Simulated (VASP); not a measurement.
Wanted: the native input for a VASP 6.6.1 run.

```
Task                   : single point
Functional             : PBE
Potentials or basis    : VASP PAW PBE potentials, release 64 (Sn_d, Te)
Cutoff                 : 500 eV
k mesh                 : 4 × 4 × 4
Occupations            : fermi-dirac, width 0.1 eV
Spin                   : no spin polarisation
Dipole correction      : no
Further INCAR settings : ALGO = Normal; EDIFF = 1e-06; NBANDS = 24
```

The structure of SnTe3 lies in POSCAR:

```
SnTe3
1.0
    0.0000000000      3.8736455331      3.8736455331
    3.8736455331      0.0000000000      3.8736455331
    3.8736455331      3.8736455331      0.0000000000
Sn Te
1 3
Direct
    0.0000000000      0.0000000000      0.0000000000
    0.2500000000      0.2500000000      0.2500000000
    0.7500000000      0.7500000000      0.7500000000
    0.5000000000      0.5000000000      0.5000000000
```

The input as run:

INCAR

```
SYSTEM = SnTe3
ALGO = Normal ; EDIFF = 1E-6
ENCUT = 500 ; GGA = PE
GGA_COMPAT = .False. ; ISIF = 2
ISMEAR = -1 ; LASPH = .True.
LCHARG = .False. ; LREAL = .False.
LWAVE = .False. ; NBANDS = 24
NELM = 120 ; PREC = Accurate
SIGMA = 0.1
```

KPOINTS

```
k-points
0
Gamma
  4 4 4
  0 0 0
```

Potentials or basis: VASP PAW PBE potentials, release 64 (Sn_d, Te).

Run with:

```console
$ cat potpaw_PBE.64/Sn_d/POTCAR potpaw_PBE.64/Te/POTCAR > POTCAR
$ mpirun -np 1 vasp_std > vasp.out
```

It gave:

```
Pressure               : -0.1 GPa
Band gap on the k mesh : zero (band 16 reaches 7.98 eV, above the bottom of band 17 at 5.79 eV)
```

Caveat: spin-orbit coupling is left out, which moves the levels of the heavy elements.

Wall time 18 s on 1 thread of Intel(R) Xeon(R) Platinum 8488C (Sapphire Rapids), on a shared host, peak memory 0.24 GiB.
